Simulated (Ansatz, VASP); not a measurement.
One calculation of Ge, two programs

```
CELL_PARAMETERS angstrom
0.00000 2.81478 2.81478
2.81478 0.00000 2.81478
2.81478 2.81478 0.00000
ATOMIC_POSITIONS crystal
Ge 0.50000 0.50000 0.50000
Ge 0.75000 0.75000 0.75000
```

Alike in both runs: task single point; functional LDA; k mesh 8 × 8 × 8; occupations fermi-dirac, width 0.05 eV; no spin polarisation.

```csv
,VASP,Ansatz
version,VASP 6.6.1,Ansatz 0.2.0
potentials or method,"VASP PAW LDA potentials, release 64 (Ge_d), cutoff 520 eV","plane waves (420 eV) with PAW, scalar-relativistic"
valence electrons in the cell,28,28
```

```csv
,VASP,Ansatz,Ansatz less VASP
pressure (GPa),-0.1,-0.3,-0.22
```

Ansatz warns that its potentials were made for another functional, while VASP's fit it. LDA's correlation is that of Perdew and Zunger in VASP and of Perdew and Wang (1992) in Ansatz.
